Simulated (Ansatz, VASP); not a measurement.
**Two plane-wave programs on C**

File INCAR:

```
SYSTEM = C
  PREC = Accurate
  ENCUT = 520
  EDIFF = 1E-7
  ISMEAR = 0
  SIGMA = 0.05
  LREAL = .FALSE.
  LASPH = .TRUE.
  NELM = 60
  ALGO = Normal
  ISIF = 2
  LWAVE = .FALSE.
  LCHARG = .FALSE.
  GGA = CA
  NBANDS = 11
```

Contents of KPOINTS:

```
Automatic mesh
0
G
  13 13 13
  0 0 0
```

The input POSCAR:

```
C
1.0
    0.0000000000      1.7592674508      1.7592674508
    1.7592674508      0.0000000000      1.7592674508
    1.7592674508      1.7592674508      0.0000000000
C
2
Direct
    0.7500000000      0.7500000000      0.7500000000
    0.5000000000      0.5000000000      0.5000000000
```

Contents of input.yaml:

```yaml
crystal:
  lattice:
    - [0.0, 1.7592674508, 1.7592674508]
    - [1.7592674508, 0.0, 1.7592674508]
    - [1.7592674508, 1.7592674508, 0.0]
  atoms:
    - { symbol: C, position: [0.75, 0.75, 0.75] }
    - { symbol: C, position: [0.5, 0.5, 0.5] }
hamiltonian:
  xc: lda
  pseudopotentials: { kind: paw }
kpoints:
  mp_grid: { grid: [13, 13, 13] }
scf:
  occupations: { method: gaussian, width: 0.05 }
output:
  forces: true
  stress: true
  eigenvalues: true
```

Alike in both runs: task single point; functional LDA; k mesh 13 × 13 × 13; occupations gaussian, width 0.05 eV; no spin polarisation.

|  | VASP | Ansatz |
| --- | --- | --- |
| version | VASP 6.6.1 | Ansatz 0.2.0 |
| potentials or method | VASP PAW LDA potentials, release 64 (C) | Ansatz PAW |
| plane-wave cutoff (eV) | 520 | 420 |
| valence electrons in the cell | 8 | 8 |

```csv
,VASP,Ansatz,Ansatz less VASP
gap on the k mesh at the Fermi level (eV),4.21,4.21,+0.004
least direct gap on the mesh (eV),5.66,5.66,-0.003
pressure (GPa),7.0,5.3,-1.69
```

LDA's correlation is that of Perdew and Zunger in VASP and of Perdew and Wang (1992) in Ansatz.

Noted on Ansatz's run: Pulay correction over one GPa; odd divisions of the mesh miss points on the zone boundary, where band edges often lie, so the gap on the mesh can be too wide.
